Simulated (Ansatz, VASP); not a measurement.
# MnS in VASP and in Ansatz

```
Mn S
1.0
     0.00000    2.60450    2.60450
     2.60450    0.00000    2.60450
     2.60450    2.60450    0.00000
Mn S
1 1
Direct
  0.00000 0.00000 0.00000
  0.50000 0.50000 0.50000
```

Alike in both runs: task single point; functional PBE; k mesh 6 × 6 × 6; occupations gaussian, width 0.1 eV; collinear spin.

|  | VASP | Ansatz |
| --- | --- | --- |
| version | VASP 6.6.1 | Ansatz 0.2.0 |
| potentials or method | VASP PAW PBE potentials, release 64 (Mn_pv, S), cutoff 520 eV | scalar-relativistic, plane waves, PAW |
| valence electrons in the cell | 19 | 21 |

```tsv
	VASP	Ansatz	Ansatz less VASP
gap on the k mesh at the Fermi level (eV)	none	none	-
pressure (GPa)	-3.6	-3.6	+0.02
net moment per atom (μB)	2.33	2.33	0.000
size of the moment on the site where the two differ most (μB)	4.23	4.18	-0.046
```

Site moments also hang on the region over which each program counts them. A gap of «none» marks a metal or a gap that the smearing closes. The functional is the same, so the differences come from potentials, cutoffs and numerics. VASP's potentials hold 19 valence electrons a cell and Ansatz's 21, so a difference there can come from the potentials and not from the codes.
